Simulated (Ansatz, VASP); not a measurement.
## Ni3Hg: VASP beside Ansatz

```xyz
4
Lattice="3.7449 0.0000 0.0000 0.0000 3.7449 0.0000 0.0000 0.0000 3.7449" Properties=species:S:1:pos:R:3 pbc="T T T"
Ni    0.0000    1.8725    1.8725
Ni    1.8725    0.0000    1.8725
Ni    1.8725    1.8725    0.0000
Hg    0.0000    0.0000    0.0000
```

Alike in both runs: task single point; functional PBEsol; dispersion D3(BJ); k mesh 2 × 2 × 2; occupations gaussian, width 0.1 eV; collinear spin.

```csv
,VASP,Ansatz
version,VASP 6.6.1,Ansatz 0.2.0
potentials or method,"VASP PAW PBE potentials, release 64 (Ni, Hg), cutoff 520 eV","scalar-relativistic, plane waves, PAW"
valence electrons in the cell,42,74
```

```csv
,VASP,Ansatz,Ansatz less VASP
pressure (GPa),-12.6,-13.5,-0.90
net moment per atom (μB),0.33,0.33,+0.008
size of the moment on the site where the two differ most (μB),0.44,0.46,+0.019
```

VASP's potentials were made for PBE, not for PBEsol. Site moments also hang on the region over which each program counts them. VASP's potentials hold 42 valence electrons a cell and Ansatz's 74, so a difference there can come from the potentials and not from the codes.

The k mesh is coarse, so the values compare programs but aren't converged. Spin-orbit coupling is off throughout.
